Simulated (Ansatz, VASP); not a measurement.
**One calculation of TaH5, two programs**

```
Ta H
1.0
     4.28984    0.00000    0.00000
    -2.14492    3.71511    0.00000
     0.00000    0.00000    3.40746
Ta H
1 5
Direct
  0.00000 0.00000 0.00000
  0.00000 0.50000 0.50000
  0.33333 0.66667 0.00000
  0.66667 0.33333 0.00000
  0.50000 0.00000 0.50000
  0.50000 0.50000 0.50000
```

Change from the starting cell: species swapped into the LaCu5 type (P6/mmm, No. 191).

Alike in both runs: task relaxation of cell and atoms; functional PBE; k mesh 6 × 6 × 6; occupations gaussian, width 0.1 eV; no spin polarisation.

|  | VASP | Ansatz |
| --- | --- | --- |
| version | VASP 6.6.1 | Ansatz 0.2.0 |
| potentials or method | VASP PAW PBE potentials, release 64 (Ta_pv, H), cutoff 500 eV | scalar-relativistic, plane waves, PAW |
| valence electrons in the cell | 16 | 18 |

VASP gave:

* gap on the k mesh at the Fermi level, each at its own relaxed structure (eV): none
* relaxed volume (Å³/atom): 5.10
* relaxed cell length with the largest relative difference (Å): 3.461

Question: Estimate Ansatz's values.

Answer: gap on the k mesh at the Fermi level, each at its own relaxed structure (eV): none; relaxed volume (Å³/atom): 5.07; relaxed cell length with the largest relative difference (Å): 3.452.

A gap of «none» marks a metal or a gap that the smearing closes. VASP's potentials hold 16 valence electrons a cell and Ansatz's 18, so a difference there can come from the potentials and not from the codes.

Neither program's run includes spin-orbit coupling. Noted on VASP's run: the volume moved by over 15 % at a fixed basis, so the end points are rough.
